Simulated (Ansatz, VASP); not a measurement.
## One calculation of C, two programs

The input INCAR:

```
SYSTEM = C
ALGO     = Normal         ! electronic algorithm
EDIFF    = 1E-7           ! SCF threshold, eV
ENCUT    = 520            ! plane-wave cutoff, eV
ISIF     = 2              ! what is computed and relaxed
ISMEAR   = -1             ! smearing method
LASPH    = .TRUE.         ! aspherical terms in the spheres
LCHARG   = .TRUE.         ! write CHGCAR
LELF     = .TRUE.         ! ELF
LREAL    = .FALSE.        ! projectors in reciprocal space
LVHAR    = .TRUE.       
LWAVE    = .FALSE.        ! write WAVECAR
NBANDS   = 16             ! bands
NELM     = 80             ! most SCF steps
PREC     = Accurate       ! precision mode
SIGMA    = 0.05           ! smearing width, eV
```

Contents of KPOINTS:

```
k-points
0
G
  12 12 2
  0 0 0
```

Contents of POSCAR:

```
C
1.0
    2.4397422609      0.0000000000      0.0000000000
   -1.2198711305      2.1128787767      0.0000000000
    0.0000000000      0.0000000000     23.9719824012
C
4
Direct
    0.6666666667      0.3333333333      0.5704754400
    0.3333333333      0.6666666667      0.4295245600
    0.0000000000      0.0000000000      0.4295312300
    0.0000000000      0.0000000000      0.5704687700
```

File input.yaml:

```yaml
crystal:
  lattice:
    - [2.4397422609, 0.0, 0.0]
    - [-1.2198711305, 2.1128787767, 0.0]
    - [0.0, 0.0, 23.9719824012]
  atoms:
    - { symbol: C, position: [0.6666666667, 0.3333333333, 0.57047544] }
    - { symbol: C, position: [0.3333333333, 0.6666666667, 0.42952456] }
    - { symbol: C, position: [0.0, 0.0, 0.42953123] }
    - { symbol: C, position: [0.0, 0.0, 0.57046877] }
kpoints:
  mp_grid: { grid: [12, 12, 2] }
scf:
  occupations: { method: fermi_dirac, width: 0.05 }
hamiltonian:
  xc: lda
  pseudopotentials: { kind: all_electron, lapw: { basis_error: 0.002 } }
output:
  forces: true
  stress: true
  eigenvalues: true
```

Change from the starting cell: volume scaled by 0.98.

Alike in both runs: task single point; functional LDA; k mesh 12 × 12 × 2; occupations fermi-dirac, width 0.05 eV; no spin polarisation.

|  | VASP | Ansatz |
| --- | --- | --- |
| version | VASP 6.6.1 | Ansatz 0.2.0 |
| potentials or method | VASP PAW LDA potentials, release 64 (C), cutoff 520 eV | all-electron LAPW, scalar-relativistic |

```csv
,VASP,Ansatz,Ansatz less VASP
gap on the k mesh at the Fermi level (eV),none,none,-
rms of the force components (eV/Å),0.009,0.009,0.0000
```

LDA's correlation is that of Perdew and Zunger in VASP and of Perdew and Wang (1992) in Ansatz. Atom by atom the forces differ by 0.000 eV/Å (rms over components). A gap of «none» marks a metal or a gap that the smearing closes. Ansatz ran all-electron here, and VASP with PAW potentials.
